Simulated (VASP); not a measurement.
## P4C: relaxation of cell and atoms with PBE

The system is P4C.

```
CELL_PARAMETERS angstrom
-2.55368 2.55368 2.55368
2.55368 -2.55368 2.55368
2.55368 2.55368 -2.55368
ATOMIC_POSITIONS crystal
P 0.00000 0.00000 0.50000
P 0.50000 0.00000 0.00000
P 0.00000 0.50000 0.00000
P 0.50000 0.50000 0.50000
C 0.00000 0.00000 0.00000
```

```yaml
Program: VASP 6.6.1
Task: relaxation of cell and atoms
Functional: PBE
Potentials_or_basis: VASP PAW PBE potentials, release 64 (P, C)
Cutoff: 600 eV
k_mesh: 10 × 10 × 10
Occupations: gaussian, width 0.1 eV
Spin: no spin polarisation
Dipole_correction: no
Further_INCAR_settings: ALGO = Normal; EDIFF = 1e-06; IBRION = 2; EDIFFG = -0.01; NSW = 100; ISIF = 3
```

```yaml
Relaxed_volume: 13.39 Å³/atom
Relaxed_cell: a = 4.430 Å, b = 4.430 Å, c = 4.430 Å, α = 109.47°, β = 109.47°, γ = 109.47°
Space_group_after_relaxing_to_0.05_Å: Im-3m (No. 229)
Energy_gained_by_relaxing: 0.1 meV/atom
Ionic_steps: 3
Pressure_after_relaxing: 0.0 GPa
Band_gap_on_the_k_mesh: zero (band 12 reaches 10.66 eV, above the bottom of band 13 at 7.95 eV)
```

Step by step:
```tsv
step	energy change (eV)	largest force (eV/Å)	pressure (GPa)	volume (Å³)
1	0.0000	0.0000	0.52	66.61
2	-0.0005	0.0000	-0.14	67.03
3	-0.0005	0.0000	0.00	66.94
```

Final structure:
```
CELL_PARAMETERS angstrom
-2.55782 2.55782 2.55782
2.55782 -2.55782 2.55782
2.55782 2.55782 -2.55782
ATOMIC_POSITIONS crystal
P 0.00000 0.00000 0.50000
P 0.50000 0.00000 0.00000
P 0.00000 0.50000 0.00000
P 0.50000 0.50000 0.50000
C 0.00000 0.00000 0.00000
```

Levels at points of the mesh, in eV from the Fermi level:
```
           k point  band 9  band 10  band 11  band 12  band 13  band 14  band 15  band 16
(0.00, 0.00, 0.00)   -4.79    -4.79    -4.79     1.38     1.38     2.39     2.39     2.39
(0.50, 0.00, 0.00)   -2.42    -1.87    -0.97    -0.44     0.14     0.22     1.22     2.25
(0.50, 0.50, 0.50)   -2.59    -2.59    -0.66    -0.66    -0.66     1.78     5.74     5.74
```

It took 40 s on 1 thread of Intel(R) Xeon(R) 6975P-C (Granite Rapids), with other jobs on the host, peak memory 0.22 GiB.
